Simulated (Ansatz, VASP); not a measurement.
## One calculation of AlCo, two programs

Contents of INCAR:

```
PREC = Accurate ; ENCUT = 520
EDIFF = 1E-7 ; ISMEAR = 0
SIGMA = 0.15 ; LREAL = False
LASPH = True ; NELM = 60
ALGO = Fast ; ISIF = 2
LWAVE = False ; LCHARG = False
GGA = PS ; NBANDS = 13
```

The input KPOINTS:

```
regular mesh
0
Gamma
  16 16 16
```

POSCAR

```
AlCo
1.0
    2.8194032100      0.0000000000      0.0000000000
    0.0000000000      2.8194032100      0.0000000000
    0.0000000000      0.0000000000      2.7066270816
Al Co
1 1
Direct
    0.0000000000      0.0000000000      0.0000000000
    0.5000000000      0.5000000000      0.5000000000
```

Input for Ansatz:

```yaml
crystal:
  lattice:
    - [2.81940321, 0.0, 0.0]
    - [0.0, 2.81940321, 0.0]
    - [0.0, 0.0, 2.7066270816]
  atoms:
    - { symbol: Al, position: [0.0, 0.0, 0.0] }
    - { symbol: Co, position: [0.5, 0.5, 0.5] }
basis:
  ecutwfc: 420
kpoints:
  mp_grid: { grid: [16, 16, 16] }
hamiltonian:
  xc: pbesol
scf:
  occupations: { method: gaussian, width: 0.15 }
output:
  forces: true
  stress: true
  eigenvalues: true
```

Change from the starting cell: strain +0.000 along x and y, -0.040 along z, atoms carried along.

Alike in both runs: task single point; functional PBEsol; k mesh 16 × 16 × 16; occupations gaussian, width 0.15 eV; no spin polarisation.

|  | VASP | Ansatz |
| --- | --- | --- |
| version | VASP 6.6.1 | Ansatz 0.2.0 |
| potentials or method | VASP PAW PBE potentials, release 64 (Al, Co), cutoff 520 eV | scalar-relativistic, plane waves, PAW |
| valence electrons in the cell | 12 | 20 |

```csv
,VASP,Ansatz,Ansatz less VASP
gap on the k mesh at the Fermi level (eV),none,none,-
pressure (GPa),9.8,9.7,-0.04
"traceless stress, the component that is largest in VASP (GPa)",6.47,6.47,-0.007
```

VASP's potentials were made for PBE, not for PBEsol. A gap of «none» marks a metal or a gap that the smearing closes. With one functional, cell and mesh, what is left measures potentials, basis and numerics. VASP's potentials hold 12 valence electrons a cell and Ansatz's 20, so a difference there can come from the potentials and not from the codes.
